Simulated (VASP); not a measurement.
Crystal: Tc.

```
CELL_PARAMETERS angstrom
0.00000 1.95000 1.95000
1.95000 0.00000 1.95000
1.95000 1.95000 0.00000
ATOMIC_POSITIONS crystal
Tc 0.00000 0.00000 0.00000
```

```yaml
Program: VASP 6.6.1
Task: relaxation of cell and atoms
Functional: r2SCAN
Dispersion: rVV10
Potentials_or_basis: VASP PAW PBE potentials, release 64 (Tc_pv)
Cutoff: 600 eV
k_mesh: 12 × 12 × 12
Occupations: fermi-dirac, width 0.05 eV
Spin: no spin polarisation
```

At the start: pressure -12.2 GPa; volume 14.83 Å³/atom.

How do energy, volume and symmetry change on relaxing?

Over 4 steps the energy falls by 23.6 meV/atom and the volume is 14.24 Å³/atom (-4.0 %); space group Fm-3m (No. 225, to 0.05 Å).

The path:
```tsv
step	energy change (eV)	largest force (eV/Å)	pressure (GPa)	volume (Å³)
1	0.0000	0.0000	-12.20	14.83
2	0.2336	0.0000	54.41	12.53
3	-0.0236	0.0000	-0.68	14.26
4	-0.0236	0.0000	-0.11	14.24
```

Final structure:
```
Tc
1.0
     0.00000    1.92370    1.92370
     1.92370    0.00000    1.92370
     1.92370    1.92370    0.00000
Tc
1
Direct
  0.00000 0.00000 0.00000
```

Caveat: the PAW data sets were made with another functional, which shifts forces and pressure a little.
